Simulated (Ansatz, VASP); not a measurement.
Mg5Cd3O8 in VASP and in Ansatz

```
CELL_PARAMETERS angstrom
-4.40397 -4.40397 0.00000
-4.40397 0.00000 -4.40397
0.02809 -4.43205 -4.43205
ATOMIC_POSITIONS crystal
Cd 0.50000 0.50000 0.50000
Cd 0.00000 0.50000 0.50000
Cd 0.50000 0.00000 0.50000
Mg 0.00000 0.00000 0.50000
Mg 0.50000 0.50000 0.00000
Mg 0.00000 0.50000 0.00000
Mg 0.50000 0.00000 0.00000
Mg 0.00000 0.00000 0.00000
O 0.25017 0.25017 0.22984
O 0.76982 0.25017 0.22984
O 0.25017 0.76982 0.22984
O 0.76109 0.76109 0.21673
O 0.23891 0.23891 0.78327
O 0.74983 0.23018 0.77016
O 0.23018 0.74983 0.77016
O 0.74983 0.74983 0.77016
```

Alike in both runs: task single point; functional PBEsol; k mesh 3 × 3 × 6; occupations gaussian, width 0.02 eV; no spin polarisation.

|  | VASP | Ansatz |
| --- | --- | --- |
| version | VASP 6.6.1 | Ansatz 0.2.0 |
| potentials or method | VASP PAW PBE potentials, release 64 (Cd_sv_GW, Mg_sv, O), cutoff 750 eV | scalar-relativistic, plane waves, PAW |
| valence electrons in the cell | 158 | 158 |

Ansatz gave:

```
gap on the k mesh at the Fermi level (eV) : 1.78
least direct gap on the mesh (eV)         : 1.78
pressure (GPa)                            : 0.0
rms of the force components (eV/Å)        : 0.001
```

Question: Estimate VASP's values.

Answer: gap on the k mesh at the Fermi level (eV): 1.78; least direct gap on the mesh (eV): 1.78; pressure (GPa): -0.3; rms of the force components (eV/Å): 0.007.

VASP's potentials were made for PBE, not for PBEsol. Atom by atom the forces differ by 0.007 eV/Å (rms over components).
